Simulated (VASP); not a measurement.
# LiF in VASP: further runs

The runs below take LiF through single point, with PBE.

Program: VASP 6.6.1. These are calculated values, not measurements. Logs are shortened: lines on timing, memory, paths and dates and some standing lists are left out, and cuts for length are marked.

## Step 1: The cell of the first run

Symmetry: P6_3mc, No. 186, hexagonal system. The conventional cell has a = 3.121 Å, b = 3.121 Å, c = 4.902 Å, α = 90.00°, β = 90.00°, γ = 120.00°. F (site symmetry 3m) has 4 Li at 1.88 to 1.90 Å within 2.5 Å. Li (site symmetry 3m) has 4 F at 1.88 to 1.90 Å within 2.5 Å.

## Step 2: Single point, PBE

INCAR reads:

```
SYSTEM = LiF
PREC = Accurate ; ENCUT = 520
EDIFF = 1E-7 ; ISMEAR = -1
SIGMA = 0.05 ; LREAL = .False.
LASPH = .True. ; NELM = 100
ALGO = Normal ; ISIF = 2
LWAVE = .False. ; LCHARG = .False.
GGA = PE ; NBANDS = 18
```

KPOINTS reads:

```
Automatic mesh
0
Gamma
  10 10 6
  0 0 0
```

POSCAR reads:

```
LiF
1.0
    3.1209734866      0.0000000000      0.0000000000
   -1.5604867432      2.7028423239      0.0000000000
    0.0000000000      0.0000000000      4.9016097731
F Li
2 2
Direct
    0.6666666667      0.3333333333      0.4938437400
    0.3333333333      0.6666666667      0.9938437400
    0.6666666667      0.3333333333      0.8811542600
    0.3333333333      0.6666666667      0.3811542600
```

Potentials or basis: VASP PAW PBE potentials, release 64 (F, Li_sv).

Started as:

```console
$ cat potpaw_PBE.64/F/POTCAR potpaw_PBE.64/Li_sv/POTCAR > POTCAR
$ mpirun -np 1 vasp_std > vasp.out
```

OUTCAR:

```text
SYSTEM = LiF
   PREC = Accurate
   ENCUT = 520
   EDIFF = 1E-7
   ISMEAR = -1
   LREAL = .False.
   LASPH = .True.
   NELM = 100
   ISIF = 2
   GGA = PE

 ion  position               nearest neighbor table
   1  0.667  0.333  0.494-   4 1.88   4 1.88   4 1.88   3 1.90
   2  0.333  0.667  0.994-   3 1.88   3 1.88   3 1.88   4 1.90
   3  0.667  0.333  0.881-   2 1.88   2 1.88   2 1.88   1 1.90
   4  0.333  0.667  0.381-   1 1.88   1 1.88   1 1.88   2 1.90

  LATTYP: Found a hexagonal cell.
 ALAT       =     3.1209734866
 C/A-ratio  =     1.5705387419

  Lattice vectors:

 A1 = (   3.1209734866,   0.0000000000,   0.0000000000)
 A2 = (  -1.5604867432,   2.7028423239,   0.0000000000)
 A3 = (   0.0000000000,   0.0000000000,   4.9016097731)

Analysis of symmetry for initial positions (statically):
=====================================================================
 Subroutine PRICEL returns:
 Original cell was already a primitive cell.

 Routine SETGRP: Setting up the symmetry group for a
 hexagonal supercell.

 Subroutine GETGRP returns: Found 12 space group operations
 (whereof  6 operations were pure point group operations)
 out of a pool of 24 trial point group operations.

The static configuration has the point symmetry C_3v.
 The point group associated with its full space group is C_6v.

Analysis of symmetry for dynamics (positions and initial velocities):
=====================================================================
 Subroutine PRICEL returns:
 Original cell was already a primitive cell.

 Routine SETGRP: Setting up the symmetry group for a
 hexagonal supercell.

 Subroutine GETGRP returns: Found 12 space group operations
 (whereof  6 operations were pure point group operations)
 out of a pool of 24 trial point group operations.

The dynamic configuration has the point symmetry C_3v.
 The point group associated with its full space group is C_6v.

 Subroutine INISYM returns: Found 12 space group operations
 (whereof  6 operations are pure point group operations),
 and found     1 'primitive' translations

----------------------------------------------------------------------------------------

                                     Primitive cell

  volume of cell :      41.3475

[... 83 lines left out ...]
   PREC   = accura    normal or accurate (medium, high low for compatibility)
   ISTART =      0    job   : 0-new  1-cont  2-samecut
   ICHARG =      2    charge: 1-file 2-atom 10-const
   ISPIN  =      1    spin polarized calculation?
   LNONCOLLINEAR =      F non collinear calculations
   LSORBIT =      F    spin-orbit coupling
   LASPH  =      T    aspherical Exc in radial PAW
   ENCUT  =  520.0 eV  38.22 Ry    6.18 a.u.   5.80  5.80  9.11*2*pi/ulx,y,z
   NELM   =    100;   NELMIN=  2; NELMDL= -5     # of ELM steps
   EDIFF  = 0.1E-06   stopping-criterion for ELM
   LREAL  =      F    real-space projection
   EDIFFG = 0.1E-05   stopping-criterion for IOM
   NSW    =      0    number of steps for IOM
   IBRION =     -1    ionic relax: 0-MD 1-quasi-New 2-CG
   NFREE  =      0    steps in history (QN), initial steepest desc. (CG)
   ISIF   =      2    stress and relaxation
   ISYM   =      2    0-nonsym 1-usesym 2-fastsym
   POTIM  = 0.5000    time-step for ionic-motion
   TEBEG  =    0.0;   TEEND  =   0.0 temperature during run
   PSTRESS=    0.0 pullay stress
   NELECT =      20.0000    total number of electrons
   NUPDOWN=      -1.0000    fix difference up-down
   EMIN   =  10.00;   EMAX   =-10.00  energy-range for DOS
   EFERMI =   0.00;   METHOD = LEGACY
   ISMEAR =    -1;   SIGMA  =   0.05  broadening in eV -4-tet -1-fermi 0-gaus
   EFERMI_NEDOS =   21; number of points for ismear=-14 and -15
   IALGO  =     38    algorithm
   IMIX   =      4    mixing-type and parameters
     AMIX     =   0.40;   BMIX     =  1.00
     AMIX_MAG =   1.60;   BMIX_MAG =  1.00
  volume/ion in A,a.u.               =      10.34        69.76
  Fermi-wavevector in a.u.,A,eV,Ry     =   1.285094  2.428476 22.469577  1.651467
  Thomas-Fermi vector in A             =   2.417249
   LORBIT       =      0    0 simple, 1 ext, 2 COOP (PROOUT), +10 PAW based schemes
   GGA     = PE    functional components
   LHFCALC =     F    Hartree Fock is set to
   AEXX    =    0.0000 exact exchange contribution
   IVDW    =     0    specifies the selected vdW correction
   LEPSILON=     F    determine dielectric tensor
   LRPA    =     F    only Hartree local field effects (RPA)
 non-spin polarized calculation
  energy-cutoff  :      520.00
  volume of cell :       41.35
 maximum number of plane-waves:      1140
 NGX is ok and might be reduce to    24
   NGX = 11   NGY = 11   NGZ = 19

 number of electron      19.9999963 magnetization

 Free energy of the ion-electron system (eV)
  ---------------------------------------------------
  ext. energy  EPLUGINS =         0.00000000
  ---------------------------------------------------
  free energy    TOTEN  =       -19.30015008 eV

  energy without entropy =      -19.30015008  energy(sigma->0) =      -19.30015008

 E-fermi :  -1.4936     XC(G=0):  -8.6563

 val. band max:       -2.6531185688   @ k =   0.0000   0.0000   0.0000
 cond. band min:       4.9499657570   @ k =   0.0000   0.0000   0.0000
 fundamental gap:      7.6030843258
 Fermi energy:        -1.4936025790

 k-point     1 :       0.0000    0.0000    0.0000
  band No.  band energies     occupation
      1     -43.1993      2.00000
      2     -43.1655      2.00000
      3     -22.0236      2.00000
      4     -21.8065      2.00000
      5      -4.6939      2.00000
      6      -3.0903      2.00000
[... 481 lines left out ...]
      5      -4.5002      2.00000
      6      -3.9332      2.00000
[... 10 lines left out ...]
     17      16.2063      0.00000
     18      17.6714      0.00000

 [... further k-points ...]
[... 5 lines left out ...]
  --------------------------------------------------------------------------------------
  -------------------------------------------------------------------------------------
  Total        0.0038878      0.0038878     -0.0491389      0.0000000      0.0000000      0.0000000
  in kB        0.1506494      0.1506494     -1.9040856      0.0000000      0.0000000      0.0000000
  external PRESSURE =      -0.5342622 kB  Pullay stress =       0.0000000 kB

 VOLUME and BASIS-vectors are now :
 -----------------------------------------------------------------------------
  energy-cutoff  :      520.00
  volume of cell :       41.35
      direct lattice vectors                 reciprocal lattice vectors
     3.120973487  0.000000000  0.000000000     0.320412847  0.184990443  0.000000000
    -1.560486743  2.702842324  0.000000000     0.000000000  0.369980887  0.000000000
     0.000000000  0.000000000  4.901609773     0.000000000  0.000000000  0.204014609

 POSITION                                       TOTAL-FORCE (eV/Angst)
 -----------------------------------------------------------------------------------
      1.56049      0.90095      2.42063         0.000000     -0.000000      0.009447
     -0.00000      1.80189      4.87143        -0.000000      0.000000      0.009447
      1.56049      0.90095      4.31907        -0.000000      0.000000     -0.009447
     -0.00000      1.80189      1.86827         0.000000     -0.000000     -0.009447
 -----------------------------------------------------------------------------------
    total drift:                                0.000000      0.000001     -0.004968

  FREE ENERGIE OF THE ION-ELECTRON SYSTEM (eV)
  ---------------------------------------------------
  free  energy   TOTEN  =       -19.3001500808 eV

  energy  without entropy=      -19.3001500808  energy(sigma->0) =      -19.30015008
```

stdout:

```text
POSCAR found type information on POSCAR F Li
 POSCAR found :  2 types and       4 ions
 scaLAPACK will be used
 LDA part: xc-table for (Slater+PW92), standard interpolation
 POSCAR, INCAR and KPOINTS ok, starting setup
 FFT: planning ... GRIDC
 FFT: planning ... GRID_SOFT
 FFT: planning ... GRID
 WAVECAR not read
 entering main loop
```

It took 32 s on 1 thread of Intel Xeon Platinum 8259CL at 2.50GHz (Skylake/Cascade Lake), shared host; peak memory 0.16 GiB.

What came out:

```
Free energy            : -19.3002 eV
Largest force          : 0.009 eV/Å
Band gap on the k mesh : 7.60 eV
```

Forces on the atoms (eV/Å):
```
F    0.000  0.000  0.009
F    0.000  0.000  0.009
Li   0.000  0.000 -0.009
Li   0.000  0.000 -0.009
```

Caveat: the cutoff is under 1.25 times the usual one of these potentials, so pressure, stress and relaxed cells hold a basis-set (Pulay) error.

## Step 3: Single point, PBE (atoms moved at random)

INCAR reads:

```
ALGO = Normal ; EDIFF = 1E-7
ENCUT = 520 ; GGA = PE
ISIF = 2 ; ISMEAR = -1
LASPH = T ; LCHARG = T
LELF = T ; LREAL = F
LVHAR = T ; LWAVE = F
NBANDS = 18 ; NELM = 60
PREC = Accurate ; SIGMA = 0.05
```

KPOINTS reads:

```
k-points
0
Gamma
  10 10 6
```

POSCAR reads:

```
LiF
1.0
    3.0609398175      0.0000000000      0.0000000000
   -1.5304699087      2.6508516414      0.0000000000
    0.0000000000      0.0000000000      4.8073245700
F Li
2 2
Direct
    0.6591260000      0.3435500000      0.4974780000
    0.3284100000      0.6730370000      0.9985930000
    0.6689060000      0.3306030000      0.8930920000
    0.3488780000      0.6716120000      0.3750780000
```

Potentials or basis: VASP PAW PBE potentials, release 64 (F, Li_sv).

Started as:

```console
$ cat potpaw_PBE.64/F/POTCAR potpaw_PBE.64/Li_sv/POTCAR > POTCAR
$ mpirun -np 1 vasp_std > vasp.out
```

OUTCAR:

```text
EDIFF = 1E-7
   ENCUT = 520
   GGA = PE
   ISIF = 2
   ISMEAR = -1
   LASPH = T
   LREAL = F
   NELM = 60
   PREC = Accurate

 ion  position               nearest neighbor table
   1  0.659  0.344  0.497-   4 1.79   4 1.88   3 1.90   4 1.92
   2  0.328  0.673  0.999-   4 1.81   3 1.82   3 1.82   3 1.88
   3  0.669  0.331  0.893-   2 1.82   2 1.82   2 1.88   1 1.90
   4  0.349  0.672  0.375-   1 1.79   2 1.81   1 1.88   1 1.92

  LATTYP: Found a hexagonal cell.
 ALAT       =     3.0609398175
[... 693 lines left out ...]
     17      17.7848      0.00000
     18      18.4175      0.00000

 [... further k-points ...]
[... 5 lines left out ...]
  --------------------------------------------------------------------------------------
  -------------------------------------------------------------------------------------
  Total        0.9095753      0.9566354      0.8854820     -0.1241122     -0.0981483      0.2301642
  in kB       37.3598892     39.2928376     36.3702813     -5.0977828     -4.0313442      9.4537639
  external PRESSURE =      37.6743360 kB  Pullay stress =       0.0000000 kB

 VOLUME and BASIS-vectors are now :
 -----------------------------------------------------------------------------
  energy-cutoff  :      520.00
  volume of cell :       39.01
      direct lattice vectors                 reciprocal lattice vectors
     3.060939817  0.000000000  0.000000000     0.326697047  0.188618628  0.000000000
    -1.530469909  2.650851641  0.000000000     0.000000000  0.377237256  0.000000000
     0.000000000  0.000000000  4.807324570     0.000000000  0.000000000  0.208015911

 POSITION                                       TOTAL-FORCE (eV/Angst)
 -----------------------------------------------------------------------------------
      1.49175      0.91070      2.39154         0.331213     -0.111553      0.004577
     -0.02482      1.78412      4.80056         0.149284     -0.097789     -0.053680
      1.54150      0.87638      4.29338        -0.152699      0.113101     -0.312246
      0.04001      1.78034      1.80312        -0.327798      0.096242      0.361349
 -----------------------------------------------------------------------------------
    total drift:                               -0.000133     -0.000039      0.001631

  FREE ENERGIE OF THE ION-ELECTRON SYSTEM (eV)
  ---------------------------------------------------
  free  energy   TOTEN  =       -19.2377974778 eV

  energy  without entropy=      -19.2377974778  energy(sigma->0) =      -19.23779748
```

OSZICAR:

```text
N       E                     dE             d eps       ncg     rms          rms(c)
DAV:   1     0.120241860585E+03    0.12024E+03   -0.10864E+04 10968   0.121E+03
DAV:   2    -0.101610026665E+02   -0.13040E+03   -0.12761E+03 12430   0.299E+02
DAV:   3    -0.205788768881E+02   -0.10418E+02   -0.10358E+02 20632   0.627E+01
DAV:   4    -0.206651390740E+02   -0.86262E-01   -0.86126E-01 14212   0.727E+00
DAV:   5    -0.206661156904E+02   -0.97662E-03   -0.97631E-03 14464   0.630E-01    0.739E+00
DAV:   6    -0.191713827264E+02    0.14947E+01   -0.41553E+00 11682   0.153E+01    0.225E+00
DAV:   7    -0.191997346809E+02   -0.28352E-01   -0.13205E-01 12386   0.254E+00    0.149E+00
DAV:   8    -0.192380032598E+02   -0.38269E-01   -0.60542E-02 12344   0.238E+00    0.374E-01
DAV:   9    -0.192367993716E+02    0.12039E-02   -0.59063E-03 15742   0.658E-01    0.102E-01
DAV:  10    -0.192378068591E+02   -0.10075E-02   -0.15614E-03 12028   0.271E-01    0.496E-02
DAV:  11    -0.192377937856E+02    0.13074E-04   -0.53130E-05 15226   0.740E-02    0.143E-02
DAV:  12    -0.192377958055E+02   -0.20199E-05   -0.79684E-06 12162   0.250E-02    0.368E-03
DAV:  13    -0.192377974318E+02   -0.16263E-05   -0.17533E-06 12086   0.971E-03    0.106E-03
DAV:  14    -0.192377974778E+02   -0.45994E-07   -0.11163E-07 12470   0.395E-03
   1 F= -.19237797E+02 E0= -.19237797E+02  d E =-.216975E-11
```

stdout:

```text
POSCAR found type information on POSCAR F Li
 POSCAR found :  2 types and       4 ions
 scaLAPACK will be used
 LDA part: xc-table for (Slater+PW92), standard interpolation
 POSCAR, INCAR and KPOINTS ok, starting setup
 FFT: planning ... GRIDC
 FFT: planning ... GRID_SOFT
 FFT: planning ... GRID
 WAVECAR not read
 entering main loop
```

Run time: 2.2 min. Hardware: 1 thread of Intel Xeon Platinum 8259CL at 2.50GHz (Skylake/Cascade Lake), shared host; peak memory 0.27 GiB.

Results:

```yaml
Free_energy: -19.2378 eV
Largest_force: 0.497 eV/Å
Band_gap_on_the_k_mesh: 7.89 eV
```

Forces in eV/Å, atoms in the order of the input:
```
F    0.331 -0.112  0.005
F    0.149 -0.098 -0.054
Li  -0.153  0.113 -0.312
Li  -0.328  0.096  0.361
```

Levels at points of the mesh, in eV from the valence-band top:
```
           k point  band 8  band 9  band 10  band 11  band 12  band 13
(0.00, 0.00, 0.00)   -0.14   -0.03     0.00     7.89    12.18    15.39
(0.50, 0.00, 0.00)   -1.07   -0.55    -0.37    11.31    12.31    14.98
(0.00, 0.50, 0.00)   -1.06   -0.54    -0.34    11.34    12.25    14.98
(0.50, 0.50, 0.00)   -1.03   -0.56    -0.32    11.34    12.32    15.03
(0.00, 0.00, 0.50)   -0.46   -0.22    -0.07     9.53     9.65    17.49
(0.50, 0.00, 0.50)   -0.68   -0.59    -0.48    11.18    11.37    15.04
(0.00, 0.50, 0.50)   -0.70   -0.55    -0.48    11.19    11.36    15.08
(0.50, 0.50, 0.50)   -0.70   -0.49    -0.47    11.25    11.33    14.95
```

Caveat: the cell differs from its parent crystal (atoms moved at random); the cutoff is under 1.25 times the usual one of these potentials, so pressure, stress and relaxed cells hold a basis-set (Pulay) error. A k mesh can miss the band edges.
